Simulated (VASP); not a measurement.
# MnCuAs (P4/nmm) in VASP: single point with PBE

Aim: the single point of MnCuAs with PBE.

All numbers are computed with VASP 6.6.1; they aren't measurements. Logs are shortened: lines on timing, memory, paths and dates and some standing lists are left out, and cuts for length are marked.

## Step 1: The cell of the first run

Symmetry: P4/nmm, No. 129, tetragonal system. Conventional cell: a = 3.699 Å, b = 3.699 Å, c = 6.408 Å, α = 90.00°, β = 90.00°, γ = 90.00°. Within 3.3 Å of As (site symmetry 4mm) lie 5 Mn at 2.49 to 2.64 Å and 4 Cu at 2.56 Å. Cu (site symmetry -4m2) has 4 As at 2.56 Å and 4 Cu at 2.62 Å and 4 Mn at 2.84 Å within 3.4 Å. Within 3.4 Å of Mn (site symmetry 4mm) lie 5 As at 2.49 to 2.64 Å and 4 Cu at 2.84 Å and 4 Mn at 3.36 Å.

## Step 2: Single point, PBE, collinear spin, ferromagnetic start

Input file INCAR:

```
ALGO = Normal ; EDIFF = 1E-7
ENCUT = 520 ; GGA = PE
ISIF = 2 ; ISMEAR = -1
ISPIN = 2 ; LASPH = T
LCHARG = F ; LMAXMIX = 4
LORBIT = 11 ; LREAL = F
LWAVE = F ; MAGMOM = 0 0 0.6 0.6 4 4
NBANDS = 42 ; NELM = 150
PREC = Accurate ; SIGMA = 0.05
```

Input file KPOINTS:

```
k-points
0
Gamma
  7 7 4
```

Input file POSCAR:

```
MnCuAs
1.0
    3.6994910000      0.0000000000      0.0000000000
    0.0000000000      3.6994910000      0.0000000000
    0.0000000000      0.0000000000      6.4084220000
As Cu Mn
2 2 2
Direct
    0.5000000000      0.0000000000      0.2237540000
    0.0000000000      0.5000000000      0.7762460000
    0.5000000000      0.5000000000      0.5000000000
    0.0000000000      0.0000000000      0.5000000000
    0.5000000000      0.0000000000      0.8359800000
    0.0000000000      0.5000000000      0.1640200000
```

Potentials or basis: VASP PAW PBE potentials, release 64 (As, Cu, Mn_pv).

Command:

```console
> cat potpaw_PBE.64/As/POTCAR potpaw_PBE.64/Cu/POTCAR potpaw_PBE.64/Mn_pv/POTCAR > POTCAR
> mpirun -np 1 vasp_std > vasp.out
```

OUTCAR:

```text
EDIFF = 1E-7
   ENCUT = 520
   GGA = PE
   ISIF = 2
   ISMEAR = -1
   ISPIN = 2
   LASPH = T
   LORBIT = 11
   LREAL = F
   NELM = 150
   PREC = Accurate

 ion  position               nearest neighbor table
   1  0.500  0.000  0.224-   5 2.49   4 2.56   3 2.56   3 2.56   4 2.56   6 2.64   6 2.64   6 2.64
                             6 2.64
   2  0.000  0.500  0.776-   6 2.49   4 2.56   3 2.56   4 2.56   3 2.56   5 2.64   5 2.64   5 2.64
                             5 2.64
   3  0.500  0.500  0.500-   1 2.56   2 2.56   1 2.56   2 2.56   4 2.62   4 2.62   4 2.62   4 2.62
                             5 2.84   6 2.84   6 2.84   5 2.84
   4  0.000  0.000  0.500-   1 2.56   2 2.56   2 2.56   1 2.56   3 2.62   3 2.62   3 2.62   3 2.62
                             5 2.84   6 2.84   5 2.84   6 2.84
   5  0.500  0.000  0.836-   1 2.49   2 2.64   2 2.64   2 2.64   2 2.64   3 2.84   4 2.84   4 2.84
                             3 2.84
   6  0.000  0.500  0.164-   2 2.49   1 2.64   1 2.64   1 2.64   1 2.64   4 2.84   4 2.84   3 2.84
                             3 2.84

  LATTYP: Found a simple tetragonal cell.
 ALAT       =     3.6994910000
 C/A-ratio  =     1.7322442466

  Lattice vectors:

 A1 = (   3.6994910000,   0.0000000000,   0.0000000000)
 A2 = (   0.0000000000,   3.6994910000,   0.0000000000)
 A3 = (   0.0000000000,   0.0000000000,   6.4084220000)

Analysis of symmetry for initial positions (statically):
=====================================================================
 Subroutine PRICEL returns:
 Original cell was already a primitive cell.

 Routine SETGRP: Setting up the symmetry group for a
 simple tetragonal supercell.

 Subroutine GETGRP returns: Found 16 space group operations
 (whereof  8 operations were pure point group operations)
 out of a pool of 16 trial point group operations.

The static configuration has the point symmetry D_2d.
 The point group associated with its full space group is D_4h.

Analysis of symmetry for dynamics (positions and initial velocities):
=====================================================================
 Subroutine PRICEL returns:
 Original cell was already a primitive cell.

 Routine SETGRP: Setting up the symmetry group for a
 simple tetragonal supercell.

 Subroutine GETGRP returns: Found 16 space group operations
 (whereof  8 operations were pure point group operations)
 out of a pool of 16 trial point group operations.

The dynamic configuration has the point symmetry D_2d.
 The point group associated with its full space group is D_4h.

Analysis of structural, dynamic, and magnetic symmetry:
=====================================================================
 Subroutine PRICEL returns:
 Original cell was already a primitive cell.

 Routine SETGRP: Setting up the symmetry group for a
 simple tetragonal supercell.

 Subroutine GETGRP returns: Found 16 space group operations
 (whereof  8 operations were pure point group operations)
 out of a pool of 16 trial point group operations.

The overall configuration has the point symmetry D_2d.
 The point group associated with its full space group is D_4h.

 Subroutine INISYM returns: Found 16 space group operations
 (whereof  8 operations are pure point group operations),
 and found     1 'primitive' translations

----------------------------------------------------------------------------------------

                                     Primitive cell

  volume of cell :      87.7072

  direct lattice vectors                    reciprocal lattice vectors
     3.699491000  0.000000000  0.000000000     0.270307456  0.000000000  0.000000000
     0.000000000  3.699491000  0.000000000     0.000000000  0.270307456  0.000000000
     0.000000000  0.000000000  6.408422000     0.000000000  0.000000000  0.156044655

  length of vectors
     3.699491000  3.699491000  6.408422000     0.270307456  0.270307456  0.156044655

  position of ions in fractional coordinates (direct lattice)
     0.500000000  0.000000000  0.223754000
     0.000000000  0.500000000  0.776246000
     0.500000000  0.500000000  0.500000000
     0.000000000  0.000000000  0.500000000
     0.500000000  0.000000000  0.835980000
     0.000000000  0.500000000  0.164020000

  ion indices of the primitive-cell ions
[... 60 lines left out ...]
 [... further k-points ...]
   k-points           NKPTS =     30   k-points in BZ     NKDIM =     30   number of bands    NBANDS=     42
   number of dos      NEDOS =    301   number of ions     NIONS =      6
   total plane-waves  NPLWV =  37632
   dimension x,y,z NGX =    28 NGY =   28 NGZ =   48
   dimension x,y,z NGXF=    56 NGYF=   56 NGZF=   96
   ions per type =               2   2   2
   NGX,Y,Z   is equivalent  to a cutoff of  12.58, 12.58, 12.45 a.u.
   NGXF,Y,Z  is equivalent  to a cutoff of  25.17, 25.17, 24.90 a.u.
 SYSTEM =  unknown system
   PREC   = accura    normal or accurate (medium, high low for compatibility)
   ISTART =      0    job   : 0-new  1-cont  2-samecut
   ICHARG =      2    charge: 1-file 2-atom 10-const
   ISPIN  =      2    spin polarized calculation?
   LNONCOLLINEAR =      F non collinear calculations
   LSORBIT =      F    spin-orbit coupling
   LASPH  =      T    aspherical Exc in radial PAW
   ENCUT  =  520.0 eV  38.22 Ry    6.18 a.u.   6.88  6.88 11.92*2*pi/ulx,y,z
   NELM   =    150;   NELMIN=  2; NELMDL= -5     # of ELM steps
   EDIFF  = 0.1E-06   stopping-criterion for ELM
   LREAL  =      F    real-space projection
   EDIFFG = 0.1E-05   stopping-criterion for IOM
   NSW    =      0    number of steps for IOM
   IBRION =     -1    ionic relax: 0-MD 1-quasi-New 2-CG
   NFREE  =      0    steps in history (QN), initial steepest desc. (CG)
   ISIF   =      2    stress and relaxation
   ISYM   =      2    0-nonsym 1-usesym 2-fastsym
   POTIM  = 0.5000    time-step for ionic-motion
   TEBEG  =    0.0;   TEEND  =   0.0 temperature during run
   PSTRESS=    0.0 pullay stress
   NELECT =      58.0000    total number of electrons
   NUPDOWN=      -1.0000    fix difference up-down
   EMIN   =  10.00;   EMAX   =-10.00  energy-range for DOS
   EFERMI =   0.00;   METHOD = LEGACY
   ISMEAR =    -1;   SIGMA  =   0.05  broadening in eV -4-tet -1-fermi 0-gaus
   EFERMI_NEDOS =   21; number of points for ismear=-14 and -15
   IALGO  =     38    algorithm
   IMIX   =      4    mixing-type and parameters
     AMIX     =   0.40;   BMIX     =  1.00
     AMIX_MAG =   1.60;   BMIX_MAG =  1.00
  volume/ion in A,a.u.               =      14.62        98.65
  Fermi-wavevector in a.u.,A,eV,Ry     =   1.426283  2.695285 27.678117  2.034284
  Thomas-Fermi vector in A             =   2.546577
   LORBIT       =     11    0 simple, 1 ext, 2 COOP (PROOUT), +10 PAW based schemes
   GGA     = PE    functional components
   LHFCALC =     F    Hartree Fock is set to
   AEXX    =    0.0000 exact exchange contribution
   IVDW    =     0    specifies the selected vdW correction
   LEPSILON=     F    determine dielectric tensor
   LRPA    =     F    only Hartree local field effects (RPA)
 spin polarized calculation
  energy-cutoff  :      520.00
  volume of cell :       87.71
 maximum number of plane-waves:      2378
 NGX is ok and might be reduce to    28
   NGX = 13   NGY = 13   NGZ = 23

 number of electron      58.0000056 magnetization       7.1475583

 Free energy of the ion-electron system (eV)
  ---------------------------------------------------
  ext. energy  EPLUGINS =         0.00000000
  ---------------------------------------------------
  free energy    TOTEN  =       -34.87405006 eV

  energy without entropy =      -34.84330978  energy(sigma->0) =      -34.85867992

 E-fermi :   7.9199     XC(G=0): -11.8308

 val. band max:        7.9100141138   @ k =   0.1429   0.1429   0.2500
 cond. band min:       7.9229557422   @ k =   0.2857   0.1429   0.5000
 fundamental gap:      0.0129416284
 Fermi energy:         7.9198988670

 spin component 1

 k-point     1 :       0.0000    0.0000    0.0000
  band No.  band energies     occupation
      1     -42.0425      1.00000
      2     -42.0425      1.00000
      3     -42.0355      1.00000
      4     -42.0355      1.00000
      5     -41.8727      1.00000
      6     -41.8631      1.00000
[... 1045 lines left out ...]
     40      13.3897      0.00000
     41      15.4439      0.00000

 [... further k-points ...]

 spin component 2

 k-point     1 :       0.0000    0.0000    0.0000
  band No.  band energies     occupation
      1     -38.3386      1.00000
      2     -38.3386      1.00000
      3     -38.3298      1.00000
      4     -38.3298      1.00000
      5     -38.3237      1.00000
      6     -38.3118      1.00000
[... 1045 lines left out ...]
     40      14.0457      0.00000
     41      16.2782      0.00000

 [... further k-points ...]

 [bands above 41 left out]

------------------------ aborting loop because EDIFF is reached ----------------------------------------

  FORCE on cell =-STRESS in cart. coord.  units (eV):
  Direction    XX          YY          ZZ          XY          YZ          ZX
  --------------------------------------------------------------------------------------
  -------------------------------------------------------------------------------------
  Total        0.0365491      0.0365491      0.2652287      0.0000000     -0.0000000      0.0000000
  in kB        0.6676548      0.6676548      4.8450257      0.0000000     -0.0000000      0.0000000
  external PRESSURE =       2.0601117 kB  Pullay stress =       0.0000000 kB

 VOLUME and BASIS-vectors are now :
 -----------------------------------------------------------------------------
  energy-cutoff  :      520.00
  volume of cell :       87.71
      direct lattice vectors                 reciprocal lattice vectors
     3.699491000  0.000000000  0.000000000     0.270307456  0.000000000  0.000000000
     0.000000000  3.699491000  0.000000000     0.000000000  0.270307456  0.000000000
     0.000000000  0.000000000  6.408422000     0.000000000  0.000000000  0.156044655

 POSITION                                       TOTAL-FORCE (eV/Angst)
 -----------------------------------------------------------------------------------
      1.84975      0.00000      1.43391        -0.000000     -0.000000     -0.016704
      0.00000      1.84975      4.97451        -0.000000      0.000000      0.016704
      1.84975      1.84975      3.20421         0.000000     -0.000000      0.000000
      0.00000      0.00000      3.20421        -0.000000     -0.000000      0.000000
      1.84975      0.00000      5.35731        -0.000000     -0.000000      0.066106
      0.00000      1.84975      1.05111         0.000000      0.000000     -0.066106
 -----------------------------------------------------------------------------------
    total drift:                                0.000000      0.000000      0.000000

  FREE ENERGIE OF THE ION-ELECTRON SYSTEM (eV)
  ---------------------------------------------------
  free  energy   TOTEN  =       -34.8740500633 eV

  energy  without entropy=      -34.8433097762  energy(sigma->0) =      -34.85867992

 total charge

# of ion       s       p       d       tot
------------------------------------------
    1        1.208   1.526   0.071   2.805
    2        1.208   1.526   0.071   2.805
    3        0.401   0.397   9.198   9.996
    4        0.401   0.397   9.198   9.996
    5        0.247   6.200   5.077  11.524
    6        0.247   6.200   5.077  11.524
--------------------------------------------------
tot          3.711  16.248  28.692  48.651

 magnetization (x)

# of ion       s       p       d       tot
------------------------------------------
    1        0.019  -0.058   0.004  -0.035
    2        0.019  -0.058   0.004  -0.035
    3       -0.010  -0.008   0.050   0.032
    4       -0.010  -0.008   0.050   0.032
    5        0.044   0.026   3.401   3.471
    6        0.044   0.026   3.401   3.471
--------------------------------------------------
tot          0.106  -0.081   6.910   6.934
```

Run time: 4 min. Hardware: 1 thread of AMD EPYC 7R13 (Zen 3), shared host; peak memory 0.29 GiB.

Results:

| Quantity | Value |
| --- | --- |
| Free energy | -34.8741 eV |
| Pressure | 0.2 GPa |
| Largest force | 0.066 eV/Å |
| Net moment | 7.15 μB per cell |
| Site moments | As -0.04; Cu +0.03; Mn +3.47 μB |
| Valence electrons inside the program's atomic spheres | As 2.81; Cu 10.00; Mn 11.52 |

Forces on the atoms (eV/Å):
```
As   0.000  0.000 -0.017
As   0.000  0.000  0.017
Cu   0.000  0.000  0.000
Cu   0.000  0.000  0.000
Mn   0.000  0.000  0.066
Mn   0.000  0.000 -0.066
```

Stress tensor (GPa, compression positive):
```
0.07 0.00 0.00
0.00 0.07 0.00
0.00 0.00 0.48
```

Levels at points of the mesh, in eV from the Fermi level:
Spin up:
| k point | band 30 | band 31 | band 32 | band 33 | band 34 | band 35 |
| --- | --- | --- | --- | --- | --- | --- |
| (0.00, 0.00, 0.00) | -1.96 | -1.96 | 0.71 | 0.71 | 0.87 | 0.90 |
| (0.00, 0.00, 0.50) | -0.50 | -0.50 | -0.26 | -0.26 | -0.17 | 2.36 |
Spin down:
```tsv
k point	band 22	band 23	band 24	band 25	band 26	band 27	band 28	band 29
(0.00, 0.00, 0.00)	-2.18	-0.77	-0.22	-0.10	-0.10	-0.08	-0.04	-0.04
(0.00, 0.00, 0.50)	-2.15	-1.18	-0.91	-0.91	0.09	0.18	0.62	0.69
```

Caveat: the run started ferromagnetic, and an antiferromagnetic order may lie lower in energy.
